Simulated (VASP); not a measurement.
The system is TaTe.

```
CELL_PARAMETERS angstrom
3.42009 0.00000 0.00000
0.00000 3.42009 0.00000
0.00000 0.00000 3.42009
ATOMIC_POSITIONS crystal
Ta 0.50000 0.50000 0.50000
Te 0.00000 0.00000 0.00000
```

Base run:

* Program: VASP 6.6.1
* Functional: PBE
* Potentials or basis: VASP PAW PBE potentials, release 64 (Ta_pv, Te)
* Cutoff: 520 eV
* k mesh: 8 × 8 × 8
* Occupations: fermi-dirac, width 0.05 eV
* Spin: no spin polarisation
* Hubbard terms: Ta d U = 4.0 eV

Its results: pressure 5.7 GPa.

The run is repeated on the same cell with these changes: hubbard terms from Ta d U = 4.0 eV to Ta d U = 3.0 eV. What comes out?

Pressure 4.2 GPa.

Caveats: U without spin polarisation on a metal has little footing; the U is typed as a test and isn't derived for this compound.
